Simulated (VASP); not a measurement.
# W (Fm-3m) in VASP: a series of runs

Runs on W. Level: PBE. Tasks: single point.

Everything below comes from runs of VASP 6.6.1. Logs are shortened: lines on timing, memory, paths and dates and some standing lists are left out, and cuts for length are marked.

## (1) The cell of the first run

It takes space group Fm-3m (No. 225, cubic). Conventional cell: a = 4.096 Å, b = 4.096 Å, c = 4.096 Å, α = 90.00°, β = 90.00°, γ = 90.00°. Within 3.8 Å of W (site symmetry m-3m) lie 12 W at 2.90 Å.

## (2) Single point, PBE

INCAR

```
PREC     = Accurate       # precision mode
ENCUT    = 500            # plane-wave cutoff, eV
EDIFF    = 1E-6           # SCF threshold, eV
ISMEAR   = 0              # smearing method
SIGMA    = 0.05           # smearing width, eV
LREAL    = F              # projectors in reciprocal space
LASPH    = T              # aspherical terms in the spheres
NELM     = 120            # most SCF steps
ALGO     = Normal         # electronic algorithm
ISIF     = 2              # what is computed and relaxed
LWAVE    = F              # write WAVECAR
LCHARG   = F              # write CHGCAR
GGA      = PE             # functional
NBANDS   = 13             # bands
GGA_COMPAT= F
```

KPOINTS

```
Automatic mesh
0
Gamma
  8 8 8
```

POSCAR

```
W
1.0
    0.0000000000      2.0480239738      2.0480239738
    2.0480239738      0.0000000000      2.0480239738
    2.0480239738      2.0480239738      0.0000000000
W
1
Direct
    0.0000000000      0.0000000000      0.0000000000
```

Potentials or basis: VASP PAW PBE potentials, release 64 (W_sv).

Launch:

```console
$ cat potpaw_PBE.64/W_sv/POTCAR > POTCAR
$ mpirun -np 1 vasp_std > vasp.out
```

OUTCAR:

```text
PREC = Accurate
   ENCUT = 500
   EDIFF = 1E-6
   ISMEAR = 0
   LREAL = F
   LASPH = T
   NELM = 120
   ISIF = 2
   GGA = PE

 ion  position               nearest neighbor table
   1  0.000  0.000  0.000-

  LATTYP: Found a face centered cubic cell.
 ALAT       =     4.0960479476

  Lattice vectors:

 A1 = (   0.0000000000,   2.0480239738,   2.0480239738)
 A2 = (   2.0480239738,   0.0000000000,   2.0480239738)
 A3 = (   2.0480239738,   2.0480239738,   0.0000000000)

Analysis of symmetry for initial positions (statically):
=====================================================================
 Subroutine PRICEL returns:
 Original cell was already a primitive cell.

 Routine SETGRP: Setting up the symmetry group for a
 face centered cubic supercell.

 Subroutine GETGRP returns: Found 48 space group operations
 (whereof 48 operations were pure point group operations)
 out of a pool of 48 trial point group operations.

The static configuration has the point symmetry O_h .

Analysis of symmetry for dynamics (positions and initial velocities):
=====================================================================
 Subroutine PRICEL returns:
 Original cell was already a primitive cell.

 Routine SETGRP: Setting up the symmetry group for a
 face centered cubic supercell.

 Subroutine GETGRP returns: Found 48 space group operations
 (whereof 48 operations were pure point group operations)
 out of a pool of 48 trial point group operations.

The dynamic configuration has the point symmetry O_h .

 Subroutine INISYM returns: Found 48 space group operations
 (whereof 48 operations are pure point group operations),
 and found     1 'primitive' translations

----------------------------------------------------------------------------------------

                                     Primitive cell

  volume of cell :      17.1805

  direct lattice vectors                    reciprocal lattice vectors
     0.000000000  2.048023974  2.048023974    -0.244137767  0.244137767  0.244137767
     2.048023974  0.000000000  2.048023974     0.244137767 -0.244137767  0.244137767
     2.048023974  2.048023974  0.000000000     0.244137767  0.244137767 -0.244137767

  length of vectors
     2.896343280  2.896343280  2.896343280     0.422859017  0.422859017  0.422859017

  position of ions in fractional coordinates (direct lattice)
     0.000000000  0.000000000  0.000000000

  ion indices of the primitive-cell ions
   primitive index   ion index
                 1           1

----------------------------------------------------------------------------------------

 KPOINTS: Automatic mesh

Automatic generation of k-mesh.
 Grid dimensions read from file:
 generate k-points for:    8    8    8

 Generating k-lattice:

  Cartesian coordinates                     Fractional coordinates (reciprocal lattice)
    -0.030517221  0.030517221  0.030517221     0.125000000  0.000000000  0.000000000
     0.030517221 -0.030517221  0.030517221     0.000000000  0.125000000  0.000000000
     0.030517221  0.030517221 -0.030517221     0.000000000  0.000000000  0.125000000

  Length of vectors
     0.052857377  0.052857377  0.052857377

  Shift w.r.t. Gamma in fractional coordinates (k-lattice)
     0.000000000  0.000000000  0.000000000

 Subroutine IBZKPT returns following result:
 ===========================================

 Found     29 irreducible k-points:

 Following reciprocal coordinates:
            Coordinates               Weight
  0.000000  0.000000  0.000000      1.000000
  0.125000  0.000000  0.000000      8.000000
  0.250000  0.000000  0.000000      8.000000
  0.375000  0.000000  0.000000      8.000000
  0.500000  0.000000  0.000000      4.000000
  0.125000  0.125000  0.000000      6.000000
[... 16 lines left out ...]
  0.500000  0.250000  0.125000     48.000000
 -0.375000  0.250000  0.125000     24.000000
 [... further k-points ...]
   k-points           NKPTS =     29   k-points in BZ     NKDIM =     29   number of bands    NBANDS=     13
   number of dos      NEDOS =    301   number of ions     NIONS =      1
   total plane-waves  NPLWV =  13824
   dimension x,y,z NGX =    24 NGY =   24 NGZ =   24
   dimension x,y,z NGXF=    48 NGYF=   48 NGZF=   48
   ions per type =               1
   NGX,Y,Z   is equivalent  to a cutoff of  13.78, 13.78, 13.78 a.u.
   NGXF,Y,Z  is equivalent  to a cutoff of  27.55, 27.55, 27.55 a.u.
 SYSTEM =  unknown system
   PREC   = accura    normal or accurate (medium, high low for compatibility)
   ISTART =      0    job   : 0-new  1-cont  2-samecut
   ICHARG =      2    charge: 1-file 2-atom 10-const
   ISPIN  =      1    spin polarized calculation?
   LNONCOLLINEAR =      F non collinear calculations
   LSORBIT =      F    spin-orbit coupling
   LASPH  =      T    aspherical Exc in radial PAW
   ENCUT  =  500.0 eV  36.75 Ry    6.06 a.u.   5.28  5.28  5.28*2*pi/ulx,y,z
   NELM   =    120;   NELMIN=  2; NELMDL= -5     # of ELM steps
   EDIFF  = 0.1E-05   stopping-criterion for ELM
   LREAL  =      F    real-space projection
   EDIFFG = 0.1E-04   stopping-criterion for IOM
   NSW    =      0    number of steps for IOM
   IBRION =     -1    ionic relax: 0-MD 1-quasi-New 2-CG
   NFREE  =      0    steps in history (QN), initial steepest desc. (CG)
   ISIF   =      2    stress and relaxation
   ISYM   =      2    0-nonsym 1-usesym 2-fastsym
   POTIM  = 0.5000    time-step for ionic-motion
   TEBEG  =    0.0;   TEEND  =   0.0 temperature during run
   PSTRESS=    0.0 pullay stress
   NELECT =      14.0000    total number of electrons
   NUPDOWN=      -1.0000    fix difference up-down
   EMIN   =  10.00;   EMAX   =-10.00  energy-range for DOS
   EFERMI =   0.00;   METHOD = LEGACY
   ISMEAR =     0;   SIGMA  =   0.05  broadening in eV -4-tet -1-fermi 0-gaus
   EFERMI_NEDOS =   21; number of points for ismear=-14 and -15
   IALGO  =     38    algorithm
   IMIX   =      4    mixing-type and parameters
     AMIX     =   0.40;   BMIX     =  1.00
     AMIX_MAG =   1.60;   BMIX_MAG =  1.00
  volume/ion in A,a.u.               =      17.18       115.94
  Fermi-wavevector in a.u.,A,eV,Ry     =   1.529111  2.889602 31.812895  2.338182
  Thomas-Fermi vector in A             =   2.636777
   LORBIT       =      0    0 simple, 1 ext, 2 COOP (PROOUT), +10 PAW based schemes
   GGA     = PE    functional components
   LHFCALC =     F    Hartree Fock is set to
   AEXX    =    0.0000 exact exchange contribution
   IVDW    =     0    specifies the selected vdW correction
   LEPSILON=     F    determine dielectric tensor
   LRPA    =     F    only Hartree local field effects (RPA)
 non-spin polarized calculation
 Gauss-broadening in eV      SIGMA  =   0.05
  energy-cutoff  :      500.00
  volume of cell :       17.18
 maximum number of plane-waves:       445
 NGX is ok and might be reduce to    24
   NGX = 11   NGY = 11   NGZ = 11

 number of electron      14.0000000 magnetization

 Free energy of the ion-electron system (eV)
  ---------------------------------------------------
  ext. energy  EPLUGINS =         0.00000000
  ---------------------------------------------------
  free energy    TOTEN  =       -12.45998441 eV

  energy without entropy =      -12.45732309  energy(sigma->0) =      -12.45865375

 E-fermi :   9.8086     XC(G=0): -13.1844

 val. band max:        9.7869984285   @ k =  -0.1250   0.1250   0.0000
 cond. band min:       9.8229156934   @ k =   0.2500   0.1250   0.0000
 fundamental gap:      0.0359172649
 Fermi energy:         9.8086471235

 k-point     1 :       0.0000    0.0000    0.0000
  band No.  band energies     occupation
      1     -63.9111      2.00000
      2     -27.5937      2.00000
      3     -27.5937      2.00000
      4     -27.5937      2.00000
      5       1.1204      2.00000
      6       9.3583      2.00000
      7       9.3583      2.00000
      8       9.3583      2.00000
      9      12.2826      0.00000
     10      12.2826      0.00000
     11      22.5932      0.00000
     12      27.5936      0.00000
     13      27.5936      0.00000

 k-point     2 :       0.1250    0.0000    0.0000
  band No.  band energies     occupation
      1     -63.8986      2.00000
      2     -27.7447      2.00000
      3     -27.6134      2.00000
      4     -27.6134      2.00000
      5       1.7502      2.00000
      6       8.9222      2.00000
      7       9.6228      2.00000
      8       9.6228      2.00000
      9      12.0788      0.00000
     10      12.0788      0.00000
     11      23.7563      0.00000
     12      25.5707      0.00000
     13      28.7681      0.00000

 k-point     3 :       0.2500    0.0000    0.0000
  band No.  band energies     occupation
      1     -63.8684      2.00000
      2     -28.0978      2.00000
      3     -27.6605      2.00000
      4     -27.6605      2.00000
      5       3.2567      2.00000
      6       8.3893      2.00000
      7       9.7741      1.67161
      8       9.7741      1.67161
      9      12.3767      0.00000
     10      12.3767      0.00000
     11      22.7322      0.00000
     12      26.1530      0.00000
     13      31.7969      0.00000

 k-point     4 :       0.3750    0.0000    0.0000
  band No.  band energies     occupation
      1     -63.8379      2.00000
      2     -28.4359      2.00000
      3     -27.7072      2.00000
      4     -27.7072      2.00000
      5       4.3371      2.00000
      6       9.2070      2.00000
      7       9.3714      2.00000
      8       9.3714      2.00000
      9      13.7433      0.00000
     10      13.7433      0.00000
     11      20.7732      0.00000
     12      23.7660      0.00000
     13      29.8397      0.00000

 k-point     5 :       0.5000    0.0000    0.0000
  band No.  band energies     occupation
      1     -63.8253      2.00000
      2     -28.5719      2.00000
      3     -27.7264      2.00000
      4     -27.7264      2.00000
      5       4.5088      2.00000
      6       9.1579      2.00000
      7       9.1579      2.00000
      8      10.3819      0.00000
      9      14.5906      0.00000
     10      14.5906      0.00000
     11      19.4824      0.00000
     12      22.2196      0.00000
     13      28.0413      0.00000
[... 257 lines left out ...]
 k-point    22 :       0.3750    0.2500    0.1250
  band No.  band energies     occupation
      1     -63.8457      2.00000
      2     -28.1811      2.00000
      3     -27.8434      2.00000
      4     -27.7219      2.00000
      5       4.5678      2.00000
      6       7.4269      2.00000
      7       8.9965      2.00000
      8      11.2997      0.00000
      9      11.4148      0.00000
     10      14.2453      0.00000
     11      24.0787      0.00000
     12      27.2410      0.00000
     13      27.3938      0.00000

 k-point    23 :       0.5000    0.2500    0.1250
  band No.  band energies     occupation
      1     -63.8212      2.00000
      2     -28.3624      2.00000
      3     -27.9521      2.00000
      4     -27.7786      2.00000
      5       5.7817      2.00000
      6       7.6497      2.00000
      7       8.2543      2.00000
      8      10.8533      0.00000
      9      13.1948      0.00000
     10      15.9540      0.00000
     11      21.0505      0.00000
     12      25.6099      0.00000
     13      25.8742      0.00000

 k-point    24 :      -0.3750    0.2500    0.1250
  band No.  band energies     occupation
      1     -63.8110      2.00000
      2     -28.4398      2.00000
      3     -27.9862      2.00000
      4     -27.8091      2.00000
      5       6.0167      2.00000
      6       7.4793      2.00000
      7       8.9688      2.00000
      8      10.5503      0.00000
      9      14.1202      0.00000
     10      17.2774      0.00000
     11      18.4915      0.00000
     12      25.1473      0.00000
     13      26.0778      0.00000

 [... further k-points ...]
[... 5 lines left out ...]
  --------------------------------------------------------------------------------------
  -------------------------------------------------------------------------------------
  Total       -1.1560779     -1.1560779     -1.1560779      0.0000000      0.0000000      0.0000000
  in kB     -107.8108790   -107.8108790   -107.8108790      0.0000000      0.0000000      0.0000000
  external PRESSURE =    -107.8108790 kB  Pullay stress =       0.0000000 kB

 VOLUME and BASIS-vectors are now :
 -----------------------------------------------------------------------------
  energy-cutoff  :      500.00
  volume of cell :       17.18
      direct lattice vectors                 reciprocal lattice vectors
     0.000000000  2.048023974  2.048023974    -0.244137767  0.244137767  0.244137767
     2.048023974  0.000000000  2.048023974     0.244137767 -0.244137767  0.244137767
     2.048023974  2.048023974  0.000000000     0.244137767  0.244137767 -0.244137767

 POSITION                                       TOTAL-FORCE (eV/Angst)
 -----------------------------------------------------------------------------------
      0.00000      0.00000      0.00000         0.000000      0.000000     -0.000000
 -----------------------------------------------------------------------------------
    total drift:                               -0.000000      0.000000      0.000000

  FREE ENERGIE OF THE ION-ELECTRON SYSTEM (eV)
  ---------------------------------------------------
  free  energy   TOTEN  =       -12.4599844081 eV

  energy  without entropy=      -12.4573230932  energy(sigma->0) =      -12.45865375
```

Run time: 4.3 s. Hardware: 1 thread of AMD EPYC 9R45 (Zen 5), shared host; peak memory 0.11 GiB.

Results:

```yaml
Free_energy: -12.4600 eV
Pressure: -10.8 GPa
Band_gap_on_the_k_mesh: zero (band 7 reaches 12.68 eV, above the bottom of band 8 at 9.36 eV)
```

Caveat: spin-orbit coupling is left out, which moves the levels of the heavy elements.

## (3) Single point, PBE

This run uses another cell than the first one, of 16.46 Å³/atom, 0.958 times its volume.

INCAR

```
SYSTEM = W
ALGO     = Normal         ! electronic algorithm
EDIFF    = 1E-6           ! SCF threshold, eV
ENCUT    = 500            ! plane-wave cutoff, eV
GGA      = PE             ! functional
GGA_COMPAT= .FALSE.      
ISIF     = 2              ! what is computed and relaxed
ISMEAR   = 0              ! smearing method
LASPH    = .TRUE.         ! aspherical terms in the spheres
LCHARG   = .TRUE.         ! write CHGCAR
LELF     = .TRUE.         ! ELF
LREAL    = .FALSE.        ! projectors in reciprocal space
LVHAR    = .TRUE.       
LWAVE    = .FALSE.        ! write WAVECAR
NBANDS   = 13             ! bands
NELM     = 120            ! most SCF steps
PREC     = Accurate       ! precision mode
SIGMA    = 0.05           ! smearing width, eV
```

KPOINTS

```
k-points
0
G
  8 8 8
  0 0 0
```

POSCAR

```
W
1.0
    0.0000000000      2.0190543746      2.0190543746
    2.0190543746      0.0000000000      2.0190543746
    2.0190543746      2.0190543746      0.0000000000
W
1
Direct
    0.0000000000      0.0000000000      0.0000000000
```

Potentials or basis: VASP PAW PBE potentials, release 64 (W_sv).

Launch:

```console
$ cat potpaw_PBE.64/W_sv/POTCAR > POTCAR
$ mpirun -np 1 vasp_std > vasp.out
```

OUTCAR:

```text
SYSTEM = W
   EDIFF = 1E-6
   ENCUT = 500
   GGA = PE
   ISIF = 2
   ISMEAR = 0
   LASPH = .TRUE.
   LREAL = .FALSE.
   NELM = 120
   PREC = Accurate

 ion  position               nearest neighbor table
   1  0.000  0.000  0.000-

  LATTYP: Found a face centered cubic cell.
 ALAT       =     4.0381087492

  Lattice vectors:

 A1 = (   0.0000000000,   2.0190543746,   2.0190543746)
 A2 = (   2.0190543746,   0.0000000000,   2.0190543746)
 A3 = (   2.0190543746,   2.0190543746,   0.0000000000)

Analysis of symmetry for initial positions (statically):
=====================================================================
 Subroutine PRICEL returns:
 Original cell was already a primitive cell.

 Routine SETGRP: Setting up the symmetry group for a
 face centered cubic supercell.

 Subroutine GETGRP returns: Found 48 space group operations
 (whereof 48 operations were pure point group operations)
 out of a pool of 48 trial point group operations.

The static configuration has the point symmetry O_h .

Analysis of symmetry for dynamics (positions and initial velocities):
[... 162 lines left out ...]
 fundamental gap:      0.0285846347
 Fermi energy:        10.3565042483

 k-point     1 :       0.0000    0.0000    0.0000
  band No.  band energies     occupation
      1     -63.2577      2.00000
      2     -26.8901      2.00000
      3     -26.8901      2.00000
      4     -26.8901      2.00000
      5       1.4713      2.00000
      6       9.8822      2.00000
      7       9.8822      2.00000
      8       9.8822      2.00000
      9      12.9925      0.00000
     10      12.9925      0.00000
     11      23.2260      0.00000
     12      28.4366      0.00000
     13      28.4366      0.00000
[... 354 lines left out ...]
  band No.  band energies     occupation
      1     -63.1358      2.00000
      2     -27.8692      2.00000
      3     -27.3440      2.00000
      4     -27.1381      2.00000
      5       6.4345      2.00000
      6       7.9012      2.00000
      7       9.5373      2.00000
      8      11.1398      0.00000
      9      14.9409      0.00000
     10      18.2538      0.00000
     11      19.5829      0.00000
     12      26.0744      0.00000
     13      27.3387      0.00000

 [... further k-points ...]
[... 5 lines left out ...]
  --------------------------------------------------------------------------------------
  -------------------------------------------------------------------------------------
  Total        0.0842477      0.0842477      0.0842477      0.0000000      0.0000000      0.0000000
  in kB        8.1996373      8.1996373      8.1996373      0.0000000      0.0000000      0.0000000
  external PRESSURE =       8.1996373 kB  Pullay stress =       0.0000000 kB

 VOLUME and BASIS-vectors are now :
 -----------------------------------------------------------------------------
  energy-cutoff  :      500.00
  volume of cell :       16.46
      direct lattice vectors                 reciprocal lattice vectors
     0.000000000  2.019054375  2.019054375    -0.247640681  0.247640681  0.247640681
     2.019054375  0.000000000  2.019054375     0.247640681 -0.247640681  0.247640681
     2.019054375  2.019054375  0.000000000     0.247640681  0.247640681 -0.247640681

 POSITION                                       TOTAL-FORCE (eV/Angst)
 -----------------------------------------------------------------------------------
      0.00000      0.00000      0.00000         0.000000      0.000000      0.000000
 -----------------------------------------------------------------------------------
    total drift:                               -0.000000      0.000000     -0.000000

  FREE ENERGIE OF THE ION-ELECTRON SYSTEM (eV)
  ---------------------------------------------------
  free  energy   TOTEN  =       -12.4828655054 eV

  energy  without entropy=      -12.4798933018  energy(sigma->0) =      -12.48137940
```

OSZICAR:

```text
N       E                     dE             d eps       ncg     rms          rms(c)
DAV:   1     0.841020140836E+02    0.84102E+02   -0.71165E+03   759   0.118E+03
DAV:   2    -0.114834662767E+02   -0.95585E+02   -0.91848E+02   864   0.315E+02
DAV:   3    -0.130989338265E+02   -0.16155E+01   -0.16107E+01   819   0.392E+01
DAV:   4    -0.131059413094E+02   -0.70075E-02   -0.70073E-02   834   0.285E+00
DAV:   5    -0.131060073002E+02   -0.65991E-04   -0.65991E-04   839   0.256E-01    0.189E+01
DAV:   6    -0.126170219876E+02    0.48899E+00   -0.42551E-01   799   0.857E+00    0.736E+00
DAV:   7    -0.124878283062E+02    0.12919E+00   -0.21346E-01   859   0.577E+00    0.636E-01
DAV:   8    -0.124828528097E+02    0.49755E-02   -0.36279E-03   764   0.751E-01    0.103E-01
DAV:   9    -0.124828673912E+02   -0.14582E-04   -0.60753E-05   907   0.867E-02    0.553E-02
DAV:  10    -0.124828645460E+02    0.28452E-05   -0.75634E-06   824   0.378E-02    0.144E-02
DAV:  11    -0.124828655054E+02   -0.95941E-06   -0.15698E-07   452   0.425E-03
   1 F= -.12482866E+02 E0= -.12481379E+02  d E =-.297220E-02
```

It took 4.3 s on 1 thread of AMD EPYC 9R45 (Zen 5), shared host; peak memory 0.11 GiB.

What came out:

* Free energy: -12.4829 eV
* Pressure: 0.8 GPa
* Band gap on the k mesh: zero (band 7 reaches 13.47 eV, above the bottom of band 8 at 9.88 eV)

Caveat: spin-orbit coupling is left out, which moves the levels of the heavy elements.
